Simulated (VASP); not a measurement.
# Mg5Te3 (P-62m) in VASP: relaxation of cell and atoms with PBE

Aim: the relaxation of cell and atoms of Mg5Te3 with PBE.

Everything below comes from runs of VASP 6.6.1. Logs are shortened: lines on timing, memory, paths and dates and some standing lists are left out, and cuts for length are marked.

### Step 1. The cell of the first run

Symmetry: P-62m, No. 189, hexagonal system. Conventional cell: a = 7.519 Å, b = 7.519 Å, c = 4.613 Å, α = 90.00°, β = 90.00°, γ = 120.00°. Mg (site symmetry -6) has 3 Mg at 2.57 Å and 6 Te at 3.40 Å within 3.4 Å. Mg (site symmetry m2m) has 2 Mg at 2.57 Å and 6 Te at 3.37 to 3.48 Å within 3.5 Å. Te (site symmetry m2m) has 10 Mg at 3.37 to 3.48 Å and 6 Te at 4.32 to 4.37 Å within 4.4 Å.

The cell was built from a structure type or drawn by symmetry, and may not be a known phase.

### Step 2. Relaxation of cell and atoms, PBE

Input file INCAR:

```
SYSTEM = Mg5Te3
PREC = Accurate ; ENCUT = 600
EDIFF = 1E-6 ; ISMEAR = 0
SIGMA = 0.2 ; LREAL = .FALSE.
LASPH = .TRUE. ; NELM = 80
ALGO = Fast ; ISIF = 3
LWAVE = .FALSE. ; LCHARG = .FALSE.
GGA = PE ; IBRION = 2
NSW = 36 ; EDIFFG = -0.08
```

Input file KPOINTS:

```
regular mesh
0
G
  3 3 4
  0 0 0
```

Input file POSCAR:

```
Mg5Te3
1.0
    7.5189524900      0.0000000000      0.0000000000
   -3.7594762400      6.5116038600      0.0000000000
    0.0000000000      0.0000000000      4.6127643200
Mg Te
5 3
Direct
    0.6666666700      0.3333333300      0.5000000000
    0.3333333300      0.6666666700      0.5000000000
    0.0000000000      0.3177340000      0.5000000000
    0.3177340000      0.0000000000      0.5000000000
    0.6822660000      0.6822660000      0.5000000000
    0.0000000000      0.6640669700      0.0000000000
    0.3359330300      0.3359330300      0.0000000000
    0.6640669700      0.0000000000      0.0000000000
```

Potentials or basis: VASP PAW PBE potentials, release 64 (Mg, Te).

On the command line:

```bash
cat potpaw_PBE.64/Mg/POTCAR potpaw_PBE.64/Te/POTCAR > POTCAR
mpirun -np 1 vasp_std > vasp.out
```

OUTCAR:

```text
SYSTEM = Mg5Te3
   PREC = Accurate
   ENCUT = 600
   EDIFF = 1E-6
   ISMEAR = 0
   LREAL = .FALSE.
   LASPH = .TRUE.
   NELM = 80
   ISIF = 3
   GGA = PE
   IBRION = 2
   NSW = 36
   EDIFFG = -0.08

 ion  position               nearest neighbor table
   1  0.667  0.333  0.500-   3 2.57   4 2.57   5 2.57   8 3.40   8 3.40   6 3.40   6 3.40   7 3.40
                             7 3.40
   2  0.333  0.667  0.500-   4 2.57   3 2.57   5 2.57   6 3.40   6 3.40   8 3.40   8 3.40   7 3.40
                             7 3.40
   3  0.000  0.318  0.500-   1 2.57   2 2.57   8 3.37   8 3.37   7 3.37   7 3.37   6 3.48   6 3.48

   4  0.318  0.000  0.500-   2 2.57   1 2.57   7 3.37   7 3.37   6 3.37   6 3.37   8 3.48   8 3.48

   5  0.682  0.682  0.500-   1 2.57   2 2.57   8 3.37   8 3.37   6 3.37   6 3.37   7 3.48   7 3.48

   6  0.000  0.664  0.000-   4 3.37   4 3.37   5 3.37   5 3.37   2 3.40   2 3.40   1 3.40   1 3.40
                             3 3.48   3 3.48
   7  0.336  0.336  0.000-   4 3.37   4 3.37   3 3.37   3 3.37   2 3.40   2 3.40   1 3.40   1 3.40
                             5 3.48   5 3.48
   8  0.664  0.000  0.000-   5 3.37   5 3.37   3 3.37   3 3.37   1 3.40   1 3.40   2 3.40   2 3.40
                             4 3.48   4 3.48

  LATTYP: Found a hexagonal cell.
 ALAT       =     7.5189524900
 C/A-ratio  =     0.6134849670

  Lattice vectors:

 A1 = (   7.5189524900,   0.0000000000,   0.0000000000)
 A2 = (  -3.7594762400,   6.5116038600,   0.0000000000)
 A3 = (   0.0000000000,   0.0000000000,   4.6127643200)

Analysis of symmetry for initial positions (statically):
=====================================================================
 Subroutine PRICEL returns:
 Original cell was already a primitive cell.

 Routine SETGRP: Setting up the symmetry group for a
 hexagonal supercell.

 Subroutine GETGRP returns: Found 12 space group operations
 (whereof 12 operations were pure point group operations)
 out of a pool of 24 trial point group operations.

The static configuration has the point symmetry D_3h.

Analysis of symmetry for dynamics (positions and initial velocities):
=====================================================================
 Subroutine PRICEL returns:
 Original cell was already a primitive cell.

 Routine SETGRP: Setting up the symmetry group for a
 hexagonal supercell.

 Subroutine GETGRP returns: Found 12 space group operations
 (whereof 12 operations were pure point group operations)
 out of a pool of 24 trial point group operations.

The dynamic configuration has the point symmetry D_3h.

 Subroutine INISYM returns: Found 12 space group operations
 (whereof 12 operations are pure point group operations),
 and found     1 'primitive' translations

----------------------------------------------------------------------------------------

                                     Primitive cell

  volume of cell :     225.8430

  direct lattice vectors                    reciprocal lattice vectors
     7.518952490  0.000000000  0.000000000     0.132997249  0.076785998  0.000000000
    -3.759476240  6.511603860  0.000000000     0.000000000  0.153571996  0.000000000
     0.000000000  0.000000000  4.612764320     0.000000000  0.000000000  0.216789745

  length of vectors
     7.518952490  7.518952482  4.612764320     0.153571996  0.153571996  0.216789745

  position of ions in fractional coordinates (direct lattice)
     0.666666670  0.333333330  0.500000000
     0.333333330  0.666666670  0.500000000
     0.000000000  0.317734000  0.500000000
     0.317734000  0.000000000  0.500000000
     0.682266000  0.682266000  0.500000000
     0.000000000  0.664066970  0.000000000
     0.335933030  0.335933030  0.000000000
     0.664066970  0.000000000  0.000000000

  ion indices of the primitive-cell ions
   primitive index   ion index
                 1           1
                 2           2
                 3           3
                 4           4
                 5           5
                 6           6
                 7           7
                 8           8

----------------------------------------------------------------------------------------

 KPOINTS: regular mesh

Automatic generation of k-mesh.
 Grid dimensions read from file:
 generate k-points for:    3    3    4

 Generating k-lattice:

  Cartesian coordinates                     Fractional coordinates (reciprocal lattice)
     0.044332416  0.025595333  0.000000000     0.333333333  0.000000000  0.000000000
     0.000000000  0.051190665  0.000000000     0.000000000  0.333333333  0.000000000
     0.000000000  0.000000000  0.054197436     0.000000000  0.000000000  0.250000000

  Length of vectors
     0.051190665  0.051190665  0.054197436

  Shift w.r.t. Gamma in fractional coordinates (k-lattice)
     0.000000000  0.000000000  0.000000000

 Subroutine IBZKPT returns following result:
 ===========================================

 Found      9 irreducible k-points:

 Following reciprocal coordinates:
            Coordinates               Weight
  0.000000  0.000000  0.000000      1.000000
  0.333333  0.000000  0.000000      6.000000
  0.333333  0.333333  0.000000      2.000000
  0.000000  0.000000  0.250000      2.000000
  0.333333  0.000000  0.250000     12.000000
  0.333333  0.333333  0.250000      4.000000
  0.000000  0.000000  0.500000      1.000000
  0.333333  0.000000  0.500000      6.000000
  0.333333  0.333333  0.500000      2.000000
   k-points           NKPTS =      9   k-points in BZ     NKDIM =      9   number of bands    NBANDS=     19
   number of dos      NEDOS =    301   number of ions     NIONS =      8
   total plane-waves  NPLWV = 144000
   dimension x,y,z NGX =    60 NGY =   60 NGZ =   40
   dimension x,y,z NGXF=   120 NGYF=  120 NGZF=   80
   ions per type =               5   3
   NGX,Y,Z   is equivalent  to a cutoff of  13.27, 13.27, 14.42 a.u.
   NGXF,Y,Z  is equivalent  to a cutoff of  26.53, 26.53, 28.83 a.u.
 SYSTEM =  Mg5Te3
   PREC   = accura    normal or accurate (medium, high low for compatibility)
   ISTART =      0    job   : 0-new  1-cont  2-samecut
   ICHARG =      2    charge: 1-file 2-atom 10-const
   ISPIN  =      1    spin polarized calculation?
   LNONCOLLINEAR =      F non collinear calculations
   LSORBIT =      F    spin-orbit coupling
   LASPH  =      T    aspherical Exc in radial PAW
   ENCUT  =  600.0 eV  44.10 Ry    6.64 a.u.  15.02 15.02  9.21*2*pi/ulx,y,z
   NELM   =     80;   NELMIN=  2; NELMDL= -5     # of ELM steps
   EDIFF  = 0.1E-05   stopping-criterion for ELM
   LREAL  =      F    real-space projection
   EDIFFG = -.8E-01   stopping-criterion for IOM
   NSW    =     36    number of steps for IOM
   IBRION =      2    ionic relax: 0-MD 1-quasi-New 2-CG
   NFREE  =      1    steps in history (QN), initial steepest desc. (CG)
   ISIF   =      3    stress and relaxation
   ISYM   =      2    0-nonsym 1-usesym 2-fastsym
   POTIM  = 0.5000    time-step for ionic-motion
   TEBEG  =    0.0;   TEEND  =   0.0 temperature during run
   PSTRESS=    0.0 pullay stress
   NELECT =      28.0000    total number of electrons
   NUPDOWN=      -1.0000    fix difference up-down
   EMIN   =  10.00;   EMAX   =-10.00  energy-range for DOS
   EFERMI =   0.00;   METHOD = LEGACY
   ISMEAR =     0;   SIGMA  =   0.20  broadening in eV -4-tet -1-fermi 0-gaus
   EFERMI_NEDOS =   21; number of points for ismear=-14 and -15
   IALGO  =     68    algorithm
   IMIX   =      4    mixing-type and parameters
     AMIX     =   0.40;   BMIX     =  1.00
     AMIX_MAG =   1.60;   BMIX_MAG =  1.00
  volume/ion in A,a.u.               =      28.23       190.51
  Fermi-wavevector in a.u.,A,eV,Ry     =   0.816317  1.542615  9.066553  0.666373
  Thomas-Fermi vector in A             =   1.926563
   LORBIT       =      0    0 simple, 1 ext, 2 COOP (PROOUT), +10 PAW based schemes
   GGA     = PE    functional components
   LHFCALC =     F    Hartree Fock is set to
   AEXX    =    0.0000 exact exchange contribution
   IVDW    =     0    specifies the selected vdW correction
   LEPSILON=     F    determine dielectric tensor
   LRPA    =     F    only Hartree local field effects (RPA)
 conjugate gradient relaxation of ions
 non-spin polarized calculation
 RMM-DIIS sequential band-by-band and
 Gauss-broadening in eV      SIGMA  =   0.20
  energy-cutoff  :      600.00
  volume of cell :      225.84
 maximum number of plane-waves:      7578
   NGX = 31   NGY = 31   NGZ = 19

--------------------------------------- Ionic step        1  -------------------------------------------

 number of electron      28.0000000 magnetization

 Free energy of the ion-electron system (eV)
  ---------------------------------------------------
  ext. energy  EPLUGINS =         0.00000000
  ---------------------------------------------------
  free energy    TOTEN  =       -16.46263490 eV

  energy without entropy =      -16.36095868  energy(sigma->0) =      -16.41179679

------------------------ aborting loop because EDIFF is reached ----------------------------------------

  FORCE on cell =-STRESS in cart. coord.  units (eV):
  Direction    XX          YY          ZZ          XY          YZ          ZX
  --------------------------------------------------------------------------------------
  -------------------------------------------------------------------------------------
  Total        6.6307844      6.6307844    -13.0328097      0.0000000      0.0000000      0.0000000
  in kB       47.0401730     47.0401729    -92.4574815      0.0000000      0.0000000      0.0000000
  external PRESSURE =       0.5409548 kB  Pullay stress =       0.0000000 kB
[... 107 lines left out ...]
  FREE ENERGIE OF THE ION-ELECTRON SYSTEM (eV)
  ---------------------------------------------------
  free  energy   TOTEN  =       -18.0714967464 eV

  energy  without entropy=      -17.9727406082  energy(sigma->0) =      -18.02211868

[... ionic steps 4 to 22 ...]

--------------------------------------- Ionic step       23  -------------------------------------------

 number of electron      28.0000000 magnetization

------------------------ aborting loop because EDIFF is reached ----------------------------------------

  FORCE on cell =-STRESS in cart. coord.  units (eV):
  Direction    XX          YY          ZZ          XY          YZ          ZX
  --------------------------------------------------------------------------------------
  -------------------------------------------------------------------------------------
  Total       -0.0145571     -0.0145571      1.1491970     -0.0000000      0.0000000      0.0000000
  in kB       -0.1129360     -0.1129360      8.9156095     -0.0000000      0.0000000      0.0000000
  external PRESSURE =       2.8965791 kB  Pullay stress =       0.0000000 kB
[... 69 lines left out ...]
  energy  without entropy=      -19.2406216024  energy(sigma->0) =      -19.27495063

--------------------------------------- Ionic step       25  -------------------------------------------

 number of electron      27.9999999 magnetization

 Free energy of the ion-electron system (eV)
  ---------------------------------------------------
  ext. energy  EPLUGINS =         0.00000000
  ---------------------------------------------------
  free energy    TOTEN  =       -19.31701792 eV

  energy without entropy =      -19.24900651  energy(sigma->0) =      -19.28301222

 E-fermi :   4.8963     XC(G=0):  -8.9049

 val. band max:        4.6554050013   @ k =   0.3333   0.0000   0.0000
 cond. band min:       4.9163646840   @ k =   0.3333   0.0000   0.2500
 fundamental gap:      0.2609596827
 Fermi energy:         4.8962769222

 k-point     1 :       0.0000    0.0000    0.0000
  band No.  band energies     occupation
      1      -7.3139      2.00000
      2      -6.5464      2.00000
      3      -6.5464      2.00000
      4      -0.7084      2.00000
      5      -0.1368      2.00000
      6      -0.1368      2.00000
[... 11 lines left out ...]
     18       7.3498      0.00000
     19       7.7031      0.00000
[... 209 lines left out ...]
  FREE ENERGIE OF THE ION-ELECTRON SYSTEM (eV)
  ---------------------------------------------------
  free  energy   TOTEN  =       -19.3170179246 eV

  energy  without entropy=      -19.2490065090  energy(sigma->0) =      -19.28301222

 reached required accuracy - stopping structural energy minimisation
```

It took 9.8 min on 1 thread of Intel Xeon 6975P-C (Granite Rapids), shared host; peak memory 0.43 GiB.

Results:

- Free energy: -19.3170 eV
- Relaxed volume: 26.11 Å³/atom
- Relaxed cell: a = 7.728 Å, b = 7.728 Å, c = 4.038 Å, α = 90.00°, β = 90.00°, γ = 120.00°
- Space group after relaxing (to 0.1 Å): P-62m (No. 189)
- Energy gained by relaxing: 356.8 meV/atom
- Ionic steps: 25
- Pressure after relaxing: -0.2 GPa
- Largest force after relaxing: 0.049 eV/Å
- Band gap on the k mesh: zero (bands 14 and 15 overlap by 2.54 eV)

Forces on the atoms (eV/Å):
```
Mg   0.000  0.000  0.000
Mg   0.000  0.000  0.000
Mg  -0.025  0.043  0.000
Mg   0.049  0.000  0.000
Mg  -0.025 -0.043  0.000
Te   0.019 -0.032  0.000
Te   0.019  0.032  0.000
Te  -0.037  0.000  0.000
```

Step by step:
| step | energy change (eV) | largest force (eV/Å) | pressure (GPa) | volume (Å³) |
| --- | --- | --- | --- | --- |
| 1 | 0.0000 | 1.8037 | 0.05 | 225.84 |
| 2 | -1.3767 | 1.1767 | -0.87 | 225.07 |
| 3 | -1.6089 | 0.9259 | -0.96 | 223.84 |
| 4 | -1.6399 | 0.8320 | -0.98 | 223.15 |
| 5 | -1.6438 | 0.7906 | -0.98 | 222.79 |
| 6 | -1.8047 | 0.7875 | -0.20 | 216.47 |
| 7 | -2.0660 | 0.7349 | 2.90 | 198.19 |
| 8 | -2.1662 | 0.6861 | 2.62 | 198.82 |
| 9 | -2.4249 | 0.5304 | 1.87 | 200.68 |
| 10 | -2.6933 | 0.2460 | 0.83 | 204.19 |
| 11 | -2.6936 | 0.2605 | 0.80 | 204.45 |
| 12 | -2.6940 | 0.2542 | 0.81 | 204.33 |
| 13 | -2.7130 | 0.2233 | 0.28 | 207.01 |
| 14 | -2.7197 | 0.1910 | -0.31 | 210.18 |
| 15 | -2.7289 | 0.1980 | -0.26 | 209.76 |
| 16 | -2.7539 | 0.2190 | -0.09 | 208.51 |
| 17 | -2.7888 | 0.2283 | 0.33 | 205.97 |
| 18 | -2.7657 | 0.1651 | 1.48 | 200.77 |
| 19 | -2.7968 | 0.2093 | 0.70 | 204.15 |
| 20 | -2.8033 | 0.1973 | 0.66 | 204.33 |
| 21 | -2.8201 | 0.1620 | 0.56 | 204.89 |
| 22 | -2.8396 | 0.1012 | 0.36 | 206.00 |
| 23 | -2.8415 | 0.1635 | 0.29 | 206.52 |
| 24 | -2.8466 | 0.1334 | 0.16 | 207.10 |
| 25 | -2.8544 | 0.0494 | -0.23 | 208.84 |

Final structure:
```
Mg Te
1.0
     7.72786    0.00000    0.00000
    -3.86393    6.69252    0.00000
     0.00000    0.00000    4.03801
Mg Te
5 3
Direct
  0.66667 0.33333 0.50000
  0.33333 0.66667 0.50000
  0.00000 0.21716 0.50000
  0.21716 0.00000 0.50000
  0.78284 0.78284 0.50000
  0.00000 0.62366 0.00000
  0.37634 0.37634 0.00000
  0.62366 0.00000 0.00000
```

Levels at points of the mesh, in eV from the Fermi level:
| k point | band 11 | band 12 | band 13 | band 14 | band 15 | band 16 | band 17 | band 18 |
| --- | --- | --- | --- | --- | --- | --- | --- | --- |
| (0.00, 0.00, 0.00) | -2.07 | -1.26 | -1.26 | 1.23 | 1.65 | 1.65 | 2.45 | 2.45 |
| (0.00, 0.00, 0.50) | -1.81 | -1.74 | -1.58 | -1.58 | -1.31 | -1.31 | 1.36 | 2.27 |

Caveat: spin-orbit coupling is left out, which moves the levels of the heavy elements; the relaxation stopped at a loose force limit of 0.08 eV/Å, so its end isn't a converged minimum.
